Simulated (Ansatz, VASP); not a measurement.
## PbS in VASP and in Ansatz

```
Pb S
1.0
     0.00000    2.96793    2.96793
     2.96793    0.00000    2.96793
     2.96793    2.96793    0.00000
Pb S
1 1
Direct
  0.00000 0.00000 0.00000
  0.50000 0.50000 0.50000
```

Alike in both runs: task single point; functional PBE; dispersion D3(BJ); k mesh 10 × 10 × 10; occupations gaussian, width 0.02 eV; non-collinear spin, spin-orbit coupling.

```csv
,VASP,Ansatz
version,VASP 6.6.1,Ansatz 0.2.0
potentials or method,"VASP PAW PBE potentials, release 64 (Pb_d, S), cutoff 520 eV","plane waves, PAW"
valence electrons in the cell,20,20
```

```tsv
	VASP	Ansatz	Ansatz less VASP
pressure (GPa)	-0.4	-0.5	-0.12
net moment per atom (μB)	0.00	0.00	0.000
```
